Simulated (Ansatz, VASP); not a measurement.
# Ir in VASP and in Ansatz

The input INCAR:

```
SYSTEM = Ir
ALGO = Normal
EDIFF = 1E-6
ENCUT = 500
GGA = PE
GGA_COMPAT = .FALSE.
ISIF = 2
ISMEAR = -1
LASPH = .TRUE.
LCHARG = .FALSE.
LREAL = .FALSE.
LWAVE = .FALSE.
NBANDS = 10
NELM = 120
PREC = Accurate
SIGMA = 0.1
```

Contents of KPOINTS:

```
k-points
0
G
  16 16 16
  0 0 0
```

POSCAR

```
Ir
1.0
   -1.5557685081      1.5557685081      1.5557685081
    1.5557685081     -1.5557685081      1.5557685081
    1.5557685081      1.5557685081     -1.5557685081
Ir
1
Direct
    0.0000000000      0.0000000000      0.0000000000
```

Input for Ansatz:

```yaml
crystal:
  lattice:
    - [-1.5557685081, 1.5557685081, 1.5557685081]
    - [1.5557685081, -1.5557685081, 1.5557685081]
    - [1.5557685081, 1.5557685081, -1.5557685081]
  atoms:
    - { symbol: Ir, position: [0.0, 0.0, 0.0] }
hamiltonian:
  xc: pbe
  pseudopotentials:
    kind: paw
    azcp:
      Ir: "pseudopotentials/Ir.paw.azcp"
basis:
  ecutwfc: 420
  fft_grid_basis: typed
kpoints:
  mp_grid: { grid: [16, 16, 16], shift: [0, 0, 0] }
magnetization:
  spin_polarized: false
scf:
  occupations: { method: fermi_dirac, width: 0.1 }
  lower_state_search: "off"
output:
  stress: true
  write_density: true
  write_potential: true
  elf: true
  volumetric_format: npy
```

Alike in both runs: task single point; functional PBE; k mesh 16 × 16 × 16; occupations fermi-dirac, width 0.1 eV; no spin polarisation.

```csv
,VASP,Ansatz
version,VASP 6.6.1,Ansatz 0.2.0
potentials or method,"VASP PAW PBE potentials, release 64 (Ir), cutoff 500 eV","plane waves (420 eV) with PAW, scalar-relativistic"
valence electrons in the cell,9,17
```

Ansatz gave:

| Property | Result |
| --- | --- |
| pressure (GPa) | 0.1 |

Estimate VASP's values.

pressure (GPa): 0.5.

The functional is the same, so the differences come from potentials, cutoffs and numerics. VASP's potentials hold 9 valence electrons a cell and Ansatz's 17, so a difference there can come from the potentials and not from the codes.

Neither program's run includes spin-orbit coupling.
